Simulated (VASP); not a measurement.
Runs of VASP 6.6.1 on BaS. The structure is that of space group Fm-3m (No. 225), or close to it. The cells are those of the table. 

```csv
task,cell,k mesh,gap on the mesh (eV),pressure (GPa)
relaxation of the atoms,"atoms relaxed from a = 4.562 Å, angles 60.0°, 2 atoms",8 × 8 × 8,1.95,-3.0
electric field gradients,"a = 4.562 Å, angles 60.0°, 2 atoms","8 × 8 × 8, shifted",2.11,-3.0
single point,"a = 4.562 Å, angles 60.0°, 2 atoms",8 × 8 × 8,1.95,-3.0
single point,"a = 4.404 Å, angles 60.0°, 2 atoms",8 × 8 × 8,1.75,(a)
electric field gradients,"a = 4.562 Å, angles 60.0°, 2 atoms",8 × 8 × 8,1.95,-3.0
```

Alike in all rows: level LDA; potentials or basis VASP PAW LDA potentials, release 64 (Ba_sv, S); no spin polarisation; cutoff (eV) 520; smearing fermi-dirac 0.03 eV.

Task: Estimate the missing entries.

Result: (a) 1.9.

Caveats: spin-orbit coupling is left out, which moves the levels of the heavy elements; the relaxation stopped at its first step, so nothing moved (some runs).

A k mesh can miss the band edges, and the runs leave out spin-orbit coupling on Ba.
